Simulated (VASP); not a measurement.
Here is a VASP 6.6.1 calculation.

INCAR

```
PREC = Accurate ; ENCUT = 520
EDIFF = 1E-6 ; ISMEAR = 0
SIGMA = 0.02 ; LREAL = Auto
LASPH = True ; NELM = 60
ALGO = Normal ; ISIF = 2
LWAVE = False ; LCHARG = False
GGA = PE ; NBANDS = 92
```

Contents of KPOINTS:

```
Automatic mesh
0
Gamma
  2 2 2
```

POSCAR

```
Ga9P8
1.0
    0.0000000000      5.5051169748     -5.5051169748
    5.5051169748      5.5051169748      0.0000000000
    5.5051169748      0.0000000000     -5.5051169748
Ga P
9 8
Direct
    0.4927389395      0.4926909841      0.0055970654
    0.4926188694      0.0057719936      0.0057113228
    1.0057046063      0.4927225911      0.0057204052
    0.9994641395     -0.0005867269     -0.0012484748
    0.4989363555      0.4990037473      0.4994622299
    0.4926371251      0.0056894341      0.4924322249
    1.0057634607      0.4924108811      0.4925580169
    1.0057409362      0.0057719936      0.4922535729
    0.7494516500      0.7493226790      0.7486487606
    0.3750524302      0.3749830402      0.3749601524
    0.3749986621      0.8714502384      0.3750573347
    0.8714348890      0.3750169178      0.3750398056
    0.8776754467      0.8776476544      0.3634900056
    0.3750012051      0.3750735015      0.8716582267
    0.3641434885      0.8776421141      0.8774388486
    0.8777592778      0.3640800930      0.8773765430
    0.8776237675      0.8777761712      0.8774444798
```

Potentials or basis: VASP PAW PBE potentials, release 64 (Ga_d, P).

Launch:

```bash
$ cat potpaw_PBE.64/Ga_d/POTCAR potpaw_PBE.64/P/POTCAR > POTCAR
$ mpirun -np 1 vasp_std > vasp.out
```

(1) What does it give for the band gap on the k mesh?

(2) Estimate the largest force.

Answers

(1) zero (an odd number of electrons rules out a gap without spin polarisation).

(2) 0.012 eV/Å.

Caveat: the k points lie up to 0.49 Å⁻¹ apart, too coarse for converged energies and pressures of a metal.
